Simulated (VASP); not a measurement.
# KIr6 (Cmmm) in VASP: single point with PBE

Aim: the single point of KIr6 with PBE.

Everything below comes from runs of VASP 6.6.1. Logs are shortened: lines on timing, memory, paths and dates and some standing lists are left out, and cuts for length are marked.

### 1 The cell of the first run

It takes space group Cmmm (No. 65, orthorhombic). The conventional cell has a = 5.958 Å, b = 9.146 Å, c = 7.573 Å, α = 90.00°, β = 90.00°, γ = 90.00°. Within 4.4 Å of K (site symmetry mmm) lie 12 Ir at 3.31 to 3.59 Å. Within 3.8 Å of Ir (site symmetry mm2) lie 5 Ir at 2.87 to 2.90 Å and 2 K at 3.31 Å. Ir (site symmetry 2) has 5 Ir at 2.87 to 2.98 Å and 2 K at 3.59 Å within 3.8 Å.

The cell was generated, and may not be a known phase.

### 2 Single point, PBE

File INCAR:

```
SYSTEM = KIr6
PREC     = Accurate       ! precision mode
ENCUT    = 520            ! plane-wave cutoff, eV
EDIFF    = 1E-6           ! SCF threshold, eV
ISMEAR   = 0              ! smearing method
SIGMA    = 0.1            ! smearing width, eV
LREAL    = .FALSE.        ! projectors in reciprocal space
LASPH    = .TRUE.         ! aspherical terms in the spheres
NELM     = 60             ! most SCF steps
ALGO     = Fast           ! electronic algorithm
ISIF     = 2              ! what is computed and relaxed
LWAVE    = .FALSE.        ! write WAVECAR
LCHARG   = .FALSE.        ! write CHGCAR
GGA      = PE             ! functional
NBANDS   = 40             ! bands
```

File KPOINTS:

```
Automatic mesh
0
G
  4 4 2
  0 0 0
```

File POSCAR:

```
KIr6
1.0
    2.9790370100     -4.5730496600      0.0000000000
    2.9790370100      4.5730496600      0.0000000000
    0.0000000000      0.0000000000      7.5727817600
K Ir
1 6
Direct
    0.0000000000      0.0000000000      0.0000000000
    0.5000000000      0.5000000000      0.1913392900
    0.5000000000      0.5000000000      0.8086607100
    0.0000000000      0.5000000000      0.6913391400
    0.5000000000      0.0000000000      0.3086608600
    0.5000000000      0.0000000000      0.6913391400
    0.0000000000      0.5000000000      0.3086608600
```

Potentials or basis: VASP PAW PBE potentials, release 64 (K_sv, Ir).

The run is started by

```console
> cat potpaw_PBE.64/K_sv/POTCAR potpaw_PBE.64/Ir/POTCAR > POTCAR
> mpirun -np 1 vasp_std > vasp.out
```

OUTCAR:

```text
SYSTEM = KIr6
   PREC = Accurate
   ENCUT = 520
   EDIFF = 1E-6
   ISMEAR = 0
   LREAL = .FALSE.
   LASPH = .TRUE.
   NELM = 60
   ISIF = 2
   GGA = PE

 ion  position               nearest neighbor table
   1  0.000  0.000  0.000-   2 3.31   3 3.31   2 3.31   3 3.31   6 3.59   7 3.59   4 3.59   7 3.59
                             5 3.59   6 3.59   4 3.59   5 3.59
   2  0.500  0.500  0.191-   5 2.87   7 2.87   5 2.87   7 2.87   3 2.90   1 3.31   1 3.31
   3  0.500  0.500  0.809-   4 2.87   6 2.87   6 2.87   4 2.87   2 2.90   1 3.31   1 3.31
   4  0.000  0.500  0.691-   3 2.87   3 2.87   7 2.90   6 2.98   6 2.98   1 3.59   1 3.59
   5  0.500  0.000  0.309-   2 2.87   2 2.87   6 2.90   7 2.98   7 2.98   1 3.59   1 3.59
   6  0.500  0.000  0.691-   3 2.87   3 2.87   5 2.90   4 2.98   4 2.98   1 3.59   1 3.59
   7  0.000  0.500  0.309-   2 2.87   2 2.87   4 2.90   5 2.98   5 2.98   1 3.59   1 3.59

  LATTYP: Found a base centered orthorhombic cell.
 ALAT       =     5.9580740200
 B/A-ratio  =     1.5350764843
 C/A-ratio  =     1.2710116952

  Lattice vectors:

 A1 = (   2.9790370100,  -4.5730496600,   0.0000000000)
 A2 = (   2.9790370100,   4.5730496600,   0.0000000000)
 A3 = (   0.0000000000,   0.0000000000,   7.5727817600)

Analysis of symmetry for initial positions (statically):
=====================================================================
 Subroutine PRICEL returns:
 Original cell was already a primitive cell.

 Routine SETGRP: Setting up the symmetry group for a
 base centered orthorhombic supercell.

 Subroutine GETGRP returns: Found  8 space group operations
 (whereof  8 operations were pure point group operations)
 out of a pool of  8 trial point group operations.

The static configuration has the point symmetry D_2h.

Analysis of symmetry for dynamics (positions and initial velocities):
=====================================================================
 Subroutine PRICEL returns:
 Original cell was already a primitive cell.

 Routine SETGRP: Setting up the symmetry group for a
 base centered orthorhombic supercell.

 Subroutine GETGRP returns: Found  8 space group operations
 (whereof  8 operations were pure point group operations)
 out of a pool of  8 trial point group operations.

The dynamic configuration has the point symmetry D_2h.

 Subroutine INISYM returns: Found  8 space group operations
 (whereof  8 operations are pure point group operations),
 and found     1 'primitive' translations

----------------------------------------------------------------------------------------

                                     Primitive cell

  volume of cell :     206.3323

  direct lattice vectors                    reciprocal lattice vectors
     2.979037010 -4.573049660  0.000000000     0.167839472 -0.109336228  0.000000000
     2.979037010  4.573049660  0.000000000     0.167839472  0.109336228  0.000000000
     0.000000000  0.000000000  7.572781760     0.000000000  0.000000000  0.132051871

  length of vectors
     5.457787528  5.457787528  7.572781760     0.200311006  0.200311006  0.132051871

  position of ions in fractional coordinates (direct lattice)
     0.000000000  0.000000000  0.000000000
     0.500000000  0.500000000  0.191339290
     0.500000000  0.500000000  0.808660710
     1.000000000  0.500000000  0.691339140
     0.500000000  1.000000000  0.308660860
     0.500000000  1.000000000  0.691339140
     1.000000000  0.500000000  0.308660860

  ion indices of the primitive-cell ions
   primitive index   ion index
                 1           1
                 2           2
                 3           3
                 4           4
                 5           5
                 6           6
                 7           7

----------------------------------------------------------------------------------------

 KPOINTS: Automatic mesh

Automatic generation of k-mesh.
 Grid dimensions read from file:
 generate k-points for:    4    4    2

 Generating k-lattice:

  Cartesian coordinates                     Fractional coordinates (reciprocal lattice)
     0.041959868 -0.027334057  0.000000000     0.250000000 -0.000000000  0.000000000
     0.041959868  0.027334057  0.000000000    -0.000000000  0.250000000  0.000000000
     0.000000000  0.000000000  0.066025935     0.000000000  0.000000000  0.500000000

  Length of vectors
     0.050077752  0.050077752  0.066025935

  Shift w.r.t. Gamma in fractional coordinates (k-lattice)
     0.000000000  0.000000000  0.000000000

 Subroutine IBZKPT returns following result:
 ===========================================

 Found     14 irreducible k-points:

 Following reciprocal coordinates:
            Coordinates               Weight
  0.000000  0.000000  0.000000      1.000000
  0.250000  0.000000  0.000000      4.000000
  0.500000  0.000000  0.000000      2.000000
  0.250000  0.250000  0.000000      2.000000
  0.500000  0.250000  0.000000      4.000000
 -0.250000  0.250000  0.000000      2.000000
  0.500000  0.500000  0.000000      1.000000
  0.000000  0.000000  0.500000      1.000000
  0.250000  0.000000  0.500000      4.000000
  0.500000  0.000000  0.500000      2.000000
  0.250000  0.250000  0.500000      2.000000
  0.500000  0.250000  0.500000      4.000000
 -0.250000  0.250000  0.500000      2.000000
  0.500000  0.500000  0.500000      1.000000
   k-points           NKPTS =     14   k-points in BZ     NKDIM =     14   number of bands    NBANDS=     40
   number of dos      NEDOS =    301   number of ions     NIONS =      7
   total plane-waves  NPLWV =  98784
   dimension x,y,z NGX =    42 NGY =   42 NGZ =   56
   dimension x,y,z NGXF=    84 NGYF=   84 NGZF=  112
   ions per type =               1   6
   NGX,Y,Z   is equivalent  to a cutoff of  12.79, 12.79, 12.29 a.u.
   NGXF,Y,Z  is equivalent  to a cutoff of  25.59, 25.59, 24.59 a.u.
 SYSTEM =  KIr6
   PREC   = accura    normal or accurate (medium, high low for compatibility)
   ISTART =      0    job   : 0-new  1-cont  2-samecut
   ICHARG =      2    charge: 1-file 2-atom 10-const
   ISPIN  =      1    spin polarized calculation?
   LNONCOLLINEAR =      F non collinear calculations
   LSORBIT =      F    spin-orbit coupling
   LASPH  =      T    aspherical Exc in radial PAW
   ENCUT  =  520.0 eV  38.22 Ry    6.18 a.u.  10.15 10.15 14.08*2*pi/ulx,y,z
   NELM   =     60;   NELMIN=  2; NELMDL= -5     # of ELM steps
   EDIFF  = 0.1E-05   stopping-criterion for ELM
   LREAL  =      F    real-space projection
   EDIFFG = 0.1E-04   stopping-criterion for IOM
   NSW    =      0    number of steps for IOM
   IBRION =     -1    ionic relax: 0-MD 1-quasi-New 2-CG
   NFREE  =      0    steps in history (QN), initial steepest desc. (CG)
   ISIF   =      2    stress and relaxation
   ISYM   =      2    0-nonsym 1-usesym 2-fastsym
   POTIM  = 0.5000    time-step for ionic-motion
   TEBEG  =    0.0;   TEEND  =   0.0 temperature during run
   PSTRESS=    0.0 pullay stress
   NELECT =      63.0000    total number of electrons
   NUPDOWN=      -1.0000    fix difference up-down
   EMIN   =  10.00;   EMAX   =-10.00  energy-range for DOS
   EFERMI =   0.00;   METHOD = LEGACY
   ISMEAR =     0;   SIGMA  =   0.10  broadening in eV -4-tet -1-fermi 0-gaus
   EFERMI_NEDOS =   21; number of points for ismear=-14 and -15
   IALGO  =     68    algorithm
   IMIX   =      4    mixing-type and parameters
     AMIX     =   0.40;   BMIX     =  1.00
     AMIX_MAG =   1.60;   BMIX_MAG =  1.00
  volume/ion in A,a.u.               =      29.48       198.91
  Fermi-wavevector in a.u.,A,eV,Ry     =   1.102383  2.083202 16.534463  1.215249
  Thomas-Fermi vector in A             =   2.238825
   LORBIT       =      0    0 simple, 1 ext, 2 COOP (PROOUT), +10 PAW based schemes
   GGA     = PE    functional components
   LHFCALC =     F    Hartree Fock is set to
   AEXX    =    0.0000 exact exchange contribution
   IVDW    =     0    specifies the selected vdW correction
   LEPSILON=     F    determine dielectric tensor
   LRPA    =     F    only Hartree local field effects (RPA)
 non-spin polarized calculation
 RMM-DIIS sequential band-by-band and
 Gauss-broadening in eV      SIGMA  =   0.10
  energy-cutoff  :      520.00
  volume of cell :      206.33
 maximum number of plane-waves:      5580
 NGX is ok and might be reduce to    42
   NGX = 21   NGY = 21   NGZ = 29

 number of electron      63.0000004 magnetization

 Free energy of the ion-electron system (eV)
  ---------------------------------------------------
  ext. energy  EPLUGINS =         0.00000000
  ---------------------------------------------------
  free energy    TOTEN  =       -40.49379108 eV

  energy without entropy =      -40.40303692  energy(sigma->0) =      -40.44841400

 E-fermi :   1.4984     XC(G=0):  -9.3836

 val. band max:        1.4918009702   @ k =   0.2500   0.2500   0.5000
 cond. band min:       1.5074447173   @ k =   0.5000   0.5000   0.5000
 fundamental gap:      0.0156437471
 Fermi energy:         1.4984147801

 k-point     1 :       0.0000    0.0000    0.0000
  band No.  band energies     occupation
      1     -27.3962      2.00000
      2     -10.9851      2.00000
      3     -10.9484      2.00000
      4     -10.9260      2.00000
      5      -4.0616      2.00000
      6      -3.0370      2.00000
[... 32 lines left out ...]
     39       4.7528      0.00000
     40       5.5365      0.00000

 k-point     2 :       0.2500    0.0000    0.0000
  band No.  band energies     occupation
      1     -27.3959      2.00000
      2     -10.9951      2.00000
      3     -10.9526      2.00000
      4     -10.9212      2.00000
      5      -3.6292      2.00000
      6      -2.6693      2.00000
[... 32 lines left out ...]
     39       3.7605      0.00000
     40       4.4949      0.00000

 k-point     3 :       0.5000    0.0000    0.0000
  band No.  band energies     occupation
      1     -27.3957      2.00000
      2     -11.0054      2.00000
      3     -10.9563      2.00000
      4     -10.9164      2.00000
      5      -2.9119      2.00000
      6      -2.1092      2.00000
[... 32 lines left out ...]
     39       2.7920      0.00000
     40       4.3966      0.00000

 k-point     4 :       0.2500    0.2500    0.0000
  band No.  band energies     occupation
      1     -27.3957      2.00000
      2     -11.0044      2.00000
      3     -10.9572      2.00000
      4     -10.9164      2.00000
      5      -2.9137      2.00000
      6      -2.0785      2.00000
[... 32 lines left out ...]
     39       3.2610      0.00000
     40       3.4032      0.00000
[... 342 lines left out ...]
     39       3.3095      0.00000
     40       3.6097      0.00000

 k-point    13 :      -0.2500    0.2500    0.5000
  band No.  band energies     occupation
      1     -27.3960      2.00000
      2     -10.9881      2.00000
      3     -10.9568      2.00000
      4     -10.9236      2.00000
      5      -3.3410      2.00000
      6      -3.0733      2.00000
[... 32 lines left out ...]
     39       4.4535      0.00000
     40       4.9857      0.00000

 k-point    14 :       0.5000    0.5000    0.5000
  band No.  band energies     occupation
      1     -27.3958      2.00000
      2     -10.9910      2.00000
      3     -10.9651      2.00000
      4     -10.9206      2.00000
      5      -2.9002      2.00000
      6      -2.3348      2.00000
[... 32 lines left out ...]
     39       4.2725      0.00000
     40       5.2410      0.00000

------------------------ aborting loop because EDIFF is reached ----------------------------------------

  FORCE on cell =-STRESS in cart. coord.  units (eV):
  Direction    XX          YY          ZZ          XY          YZ          ZX
  --------------------------------------------------------------------------------------
  -------------------------------------------------------------------------------------
  Total      -30.8952897    -30.5382715    -26.5365902      0.0000000      0.0000000      0.0000000
  in kB     -239.9029575   -237.1306991   -206.0575095      0.0000000      0.0000000      0.0000000
  external PRESSURE =    -227.6970553 kB  Pullay stress =       0.0000000 kB

 VOLUME and BASIS-vectors are now :
 -----------------------------------------------------------------------------
  energy-cutoff  :      520.00
  volume of cell :      206.33
      direct lattice vectors                 reciprocal lattice vectors
     2.979037010 -4.573049660  0.000000000     0.167839472 -0.109336228  0.000000000
     2.979037010  4.573049660  0.000000000     0.167839472  0.109336228  0.000000000
     0.000000000  0.000000000  7.572781760     0.000000000  0.000000000  0.132051871

 POSITION                                       TOTAL-FORCE (eV/Angst)
 -----------------------------------------------------------------------------------
      0.00000      0.00000      0.00000        -0.000000      0.000000     -0.000000
      2.97904      0.00000      1.44897        -0.000000      0.000000      0.115036
      2.97904      0.00000      6.12381        -0.000000      0.000000     -0.115036
      1.48952      2.28652      5.23536         0.000000      0.000000     -1.334736
      1.48952     -2.28652      2.33742        -0.000000     -0.000000      1.334736
      1.48952     -2.28652      5.23536         0.000000      0.000000     -1.334736
      1.48952      2.28652      2.33742         0.000000     -0.000000      1.334736
 -----------------------------------------------------------------------------------
    total drift:                                0.000000      0.000000     -0.000000

  FREE ENERGIE OF THE ION-ELECTRON SYSTEM (eV)
  ---------------------------------------------------
  free  energy   TOTEN  =       -40.4937910793 eV

  energy  without entropy=      -40.4030369193  energy(sigma->0) =      -40.44841400
```

It took 3.9 min on 1 thread of AMD EPYC 7R43 (Zen 3), shared host; peak memory 0.31 GiB.

What came out:

```
Free energy            : -40.4938 eV
Pressure               : -22.8 GPa
Largest force          : 1.335 eV/Å
Band gap on the k mesh : zero (an odd number of electrons rules out a gap without spin polarisation)
```

Forces in eV/Å, atoms in the order of the input:
```
K    0.000  0.000  0.000
Ir   0.000  0.000  0.115
Ir   0.000  0.000 -0.115
Ir   0.000  0.000 -1.335
Ir   0.000  0.000  1.335
Ir   0.000  0.000 -1.335
Ir   0.000  0.000  1.335
```

Levels at points of the mesh, in eV from the Fermi level:
| k point | band 27 | band 28 | band 29 | band 30 | band 31 | band 32 | band 33 | band 34 | band 35 | band 36 |
| --- | --- | --- | --- | --- | --- | --- | --- | --- | --- | --- |
| (0.00, 0.00, 0.00) | -0.53 | -0.51 | -0.25 | -0.08 | 0.01 | 0.03 | 0.20 | 0.25 | 0.66 | 0.95 |
| (0.50, 0.00, 0.00) | -0.83 | -0.71 | -0.65 | -0.49 | -0.32 | -0.18 | -0.03 | 0.07 | 0.62 | 0.69 |
| (0.50, 0.50, 0.00) | -0.55 | -0.19 | -0.14 | -0.08 | 0.10 | 0.18 | 0.34 | 0.49 | 0.60 | 0.61 |
| (0.00, 0.00, 0.50) | -0.60 | -0.52 | -0.20 | -0.12 | -0.11 | -0.07 | 0.05 | 0.19 | 1.07 | 1.27 |
| (0.50, 0.00, 0.50) | -0.95 | -0.93 | -0.52 | -0.42 | -0.31 | -0.26 | -0.13 | 0.03 | 0.24 | 0.26 |
| (0.50, 0.50, 0.50) | -0.59 | -0.24 | -0.14 | 0.01 | 0.15 | 0.17 | 0.27 | 0.34 | 0.41 | 0.46 |

Caveat: the k points lie up to 0.41 Å⁻¹ apart, too coarse for converged energies and pressures of a metal; spin-orbit coupling is left out, which moves the levels of the heavy elements; forces of over 1 eV/Å act on the atoms, so gaps and moduli don't describe the material at rest.
